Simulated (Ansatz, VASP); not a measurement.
# Ba in VASP and in Ansatz

INCAR

```
PREC     = Accurate       # precision mode
ENCUT    = 520            # plane-wave cutoff, eV
EDIFF    = 1E-6           # SCF threshold, eV
ISMEAR   = 0              # smearing method
SIGMA    = 0.15           # smearing width, eV
LREAL    = False          # projectors in reciprocal space
LASPH    = True           # aspherical terms in the spheres
NELM     = 60             # most SCF steps
ALGO     = Fast           # electronic algorithm
ISIF     = 2              # what is computed and relaxed
LWAVE    = False          # write WAVECAR
LCHARG   = False          # write CHGCAR
GGA      = PS             # functional
NBANDS   = 11             # bands
```

KPOINTS

```
regular mesh
0
Gamma
  16 16 10
```

Contents of POSCAR:

```
Ba
1.0
    1.9550000000     -3.6500000000      0.0000000000
    1.9550000000      3.6500000000      0.0000000000
    0.0000000000      0.0000000000      5.7000000000
Ba
1
Direct
    0.0000000000      0.0000000000      0.0000000000
```

Input for Ansatz:

```yaml
crystal:
  lattice:
    - [1.955, -3.65, 0.0]
    - [1.955, 3.65, 0.0]
    - [0.0, 0.0, 5.7]
  atoms:
    - { symbol: Ba, position: [0.0, 0.0, 0.0] }
basis:
  ecutwfc: 420
kpoints:
  mp_grid: { grid: [16, 16, 10] }
hamiltonian:
  xc: pbesol
scf:
  occupations: { method: gaussian, width: 0.15 }
output:
  forces: true
  stress: true
  eigenvalues: true
```

Alike in both runs: task single point; functional PBEsol; k mesh 16 × 16 × 10; occupations gaussian, width 0.15 eV; no spin polarisation.

|  | VASP | Ansatz |
| --- | --- | --- |
| version | VASP 6.6.1 | Ansatz 0.2.0 |
| potentials or method | VASP PAW PBE potentials, release 64 (Ba_sv), cutoff 520 eV | scalar-relativistic, plane waves, PAW |
| valence electrons in the cell | 10 | 10 |

```tsv
	VASP	Ansatz	Ansatz less VASP
gap on the k mesh at the Fermi level (eV)	none	none	-
pressure (GPa)	0.1	0.1	-0.04
traceless stress, the component that is largest in VASP (GPa)	-2.37	-2.32	+0.055
```

VASP's potentials were made for PBE, not for PBEsol. A gap of «none» marks a metal or a gap that the smearing closes.

Spin-orbit coupling is off throughout.
